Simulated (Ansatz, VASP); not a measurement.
**One calculation of Ta, two programs**

INCAR

```
SYSTEM = Ta
ALGO     = Normal         ! electronic algorithm
EDIFF    = 1E-6           ! SCF threshold, eV
ENCUT    = 520            ! plane-wave cutoff, eV
GGA      = CA             ! functional
ISIF     = 2              ! what is computed and relaxed
ISMEAR   = -1             ! smearing method
LASPH    = .True.         ! aspherical terms in the spheres
LCHARG   = .False.        ! write CHGCAR
LREAL    = .False.        ! projectors in reciprocal space
LWAVE    = .False.        ! write WAVECAR
NBANDS   = 12             ! bands
NELM     = 100            ! most SCF steps
PREC     = Accurate       ! precision mode
SIGMA    = 0.05           ! smearing width, eV
```

The input KPOINTS:

```
k-points
0
Gamma
  16 16 16
  0 0 0
```

POSCAR

```
Ta
1.0
   -1.5407509346      1.5407509346      1.5407509346
    1.5407509346     -1.5407509346      1.5407509346
    1.5407509346      1.5407509346     -1.5407509346
Ta
1
Direct
    0.0000000000      0.0000000000      0.0000000000
```

Input for Ansatz:

```yaml
crystal:
  lattice:
    - [-1.5407509346, 1.5407509346, 1.5407509346]
    - [1.5407509346, -1.5407509346, 1.5407509346]
    - [1.5407509346, 1.5407509346, -1.5407509346]
  atoms:
    - { symbol: Ta, position: [0.0, 0.0, 0.0] }
kpoints:
  mp_grid: { grid: [16, 16, 16] }
scf:
  occupations: { method: fermi_dirac, width: 0.05 }
hamiltonian:
  xc: lda
  pseudopotentials: { kind: all_electron, lapw: { basis_error: 0.001 } }
output:
  forces: true
  stress: true
  eigenvalues: true
  populations: true
```

Change from the starting cell: volume scaled by 0.85, LAPW.

Alike in both runs: task single point; functional LDA; k mesh 16 × 16 × 16; occupations fermi-dirac, width 0.05 eV; no spin polarisation.

```csv
,VASP,Ansatz
version,VASP 6.6.1,Ansatz 0.2.0
potentials or method,"VASP PAW LDA potentials, release 64 (Ta_pv), cutoff 520 eV","all-electron LAPW, scalar-relativistic"
```

Ansatz gave:

```
pressure (GPa) : 46.5
```

Q: What did VASP give for the same quantities?

A: Pressure (GPa): 49.1.

LDA's correlation is that of Perdew and Zunger in VASP and of Perdew and Wang (1992) in Ansatz. Both programs put the cell under a high pressure, so it lies far from rest at this level. Ansatz ran all-electron here, and VASP with PAW potentials.

Spin-orbit coupling is off throughout.
